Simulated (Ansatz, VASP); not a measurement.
MgO2 in VASP and in Ansatz

File POSCAR:

```
MgO2
1.0
    1.6529038465      0.9543044807      3.3891595087
   -1.6529038465      0.9543044807      3.3891595087
    0.0000000000     -1.9086089614      3.3891595087
Mg O
1 2
Direct
    0.0000000000      0.0000000000      0.0000000000
    0.4287860000      0.4287860000      0.4287860000
    0.5712140000      0.5712140000      0.5712140000
```

File INCAR.step1:

```
PREC = Accurate
ENCUT = 520
ISMEAR = 0
SIGMA = 0.05
LREAL = F
LASPH = T
NELM = 60
NBANDS = 14
GGA = PE
ALGO = Normal
EDIFF = 1E-4
LWAVE = T
LCHARG = F
```

INCAR.step2

```
PREC = Accurate
ENCUT = 520
EDIFF = 1E-7
ISMEAR = 0
SIGMA = 0.05
LREAL = F
LASPH = T
NELM = 60
ALGO = Normal
ISIF = 2
LWAVE = F
LCHARG = F
METAGGA = R2SCAN
LMIXTAU = T
NBANDS = 14
ISTART = 1
```

The input KPOINTS:

```
Automatic mesh
0
Gamma
  12 12 12
```

Input for Ansatz:

```yaml
crystal:
  lattice:
    - [1.6529038465, 0.9543044807, 3.3891595087]
    - [-1.6529038465, 0.9543044807, 3.3891595087]
    - [0.0, -1.9086089614, 3.3891595087]
  atoms:
    - { symbol: Mg, position: [0.0, 0.0, 0.0] }
    - { symbol: O, position: [0.428786, 0.428786, 0.428786] }
    - { symbol: O, position: [0.571214, 0.571214, 0.571214] }
basis:
  ecutwfc: 500
kpoints:
  mp_grid: { grid: [12, 12, 12] }
hamiltonian:
  xc: r2scan
scf:
  occupations: { method: gaussian, width: 0.05 }
output:
  forces: true
  stress: true
  eigenvalues: true
```

Change from the starting cell: strain +0.030 along x and y, -0.030 along z, atoms carried along.

Alike in both runs: task single point; functional r2SCAN; k mesh 12 × 12 × 12; occupations gaussian, width 0.05 eV; no spin polarisation.

|  | VASP | Ansatz |
| --- | --- | --- |
| version | VASP 6.6.1 | Ansatz 0.2.0 |
| potentials or method | VASP PAW PBE potentials, release 64 (Mg, O), cutoff 520 eV | scalar-relativistic, plane waves, PAW |
| valence electrons in the cell | 14 | 22 |

```tsv
	VASP	Ansatz	Ansatz less VASP
gap on the k mesh at the Fermi level (eV)	3.54	3.57	+0.027
least direct gap on the mesh (eV)	3.61	3.64	+0.032
pressure (GPa)	-5.4	-5.2	+0.21
traceless stress, the component that is largest in VASP (GPa)	15.23	13.46	-1.770
rms of the force components (eV/Å)	0.666	0.512	-0.1538
```

VASP's potentials were made for PBE, not for r2SCAN. Atom by atom the forces differ by 0.154 eV/Å (rms over components). VASP's potentials hold 14 valence electrons a cell and Ansatz's 22, so a difference there can come from the potentials and not from the codes.
